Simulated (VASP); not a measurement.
A run of VASP 6.6.1:

File INCAR:

```
SYSTEM = ZrB2
  PREC = Accurate
  ENCUT = 520
  EDIFF = 1E-6
  ISMEAR = 0
  SIGMA = 0.1
  LREAL = .FALSE.
  LASPH = .TRUE.
  NELM = 80
  ALGO = Normal
  ISIF = 2
  LWAVE = .FALSE.
  LCHARG = .FALSE.
  GGA = PE
  NBANDS = 16
```

The input KPOINTS:

```
Automatic mesh
0
G
  15 15 12
  0 0 0
```

File POSCAR:

```
ZrB2
1.0
    3.0454759181      0.0000000000      0.0000000000
   -1.5227379590      2.6374595117      0.0000000000
    0.0000000000      0.0000000000      3.3798336145
Zr B
1 2
Direct
    0.0000000000      0.0000000000      0.0000000000
    0.3333333333      0.6666666667      0.5000000000
    0.6666666667      0.3333333333      0.5000000000
```

Potentials or basis: VASP PAW PBE potentials, release 64 (Zr_sv, B).

Launch:

```console
$ cat potpaw_PBE.64/Zr_sv/POTCAR potpaw_PBE.64/B/POTCAR > POTCAR
$ mpirun -np 1 vasp_std > vasp.out
```

Hardware: 1 thread of Intel Xeon 6975P-C (shared host).

Question: How long does it take, and how much memory?

Answer: Run time: 47 s on 1 thread of Intel Xeon 6975P-C, with other jobs on the host, peak memory 0.21 GiB. Counts: scf iterations 13, k points 189.
